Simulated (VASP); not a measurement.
Set up this calculation in VASP 6.6.1, as the native input.

```yaml
Task: single point
Functional: PBEsol
Potentials_or_basis: VASP PAW PBE potentials, release 64 (Pt)
Cutoff: 520 eV
k_mesh: 12 × 12 × 12
Occupations: methfessel-paxton, width 0.05 eV
Spin: collinear spin
Starting_moments: "[0.5] μB"
Dipole_correction: no
Further_INCAR_settings: ALGO = Normal; EDIFF = 1e-07; NBANDS = 15
```

The structure of Pt lies in POSCAR:

```
Pt
1.0
    2.7820256321      0.0000000000      0.0000000000
    1.4674986472      2.3925212682      0.0000000000
    1.4329703786      0.8492727539      2.2655799664
Pt
1
Direct
    0.0074370000     -0.0184560000     -0.0015240000
```

This cell differs from its parent crystal: the cell strained at random.

These files were run (other wordings do the same):

INCAR

```
PREC = Accurate
ENCUT = 520
EDIFF = 1E-7
ISMEAR = 1
SIGMA = 0.05
LREAL = False
LASPH = True
NELM = 150
ALGO = Normal
ISIF = 2
LWAVE = False
LCHARG = True
ISPIN = 2
MAGMOM = 0.5
LORBIT = 11
LMAXMIX = 4
GGA = PS
LELF = True
LVHAR = True
NBANDS = 15
```

KPOINTS

```
regular mesh
0
Gamma
  12 12 12
```

Potentials or basis: VASP PAW PBE potentials, release 64 (Pt).

The run is started by

```bash
$ cat potpaw_PBE.64/Pt/POTCAR > POTCAR
$ mpirun -np 1 vasp_std > vasp.out
```

It gave:

| Item | Value |
| --- | --- |
| Pressure | -0.8 GPa |
| Net moment | 0.04 μB per cell |
| Site moments | Pt +0.04 μB |
| Valence electrons inside the program's atomic spheres | Pt 9.29 |

Caveat: the cell differs from its parent crystal (the cell strained at random); the PAW data sets were made with another functional, which shifts forces and pressure a little.

Wall time 5.5 min on 1 thread of AMD EPYC 9R45 96-Core Processor (Zen 5), with other jobs on the host, peak memory 0.35 GiB.
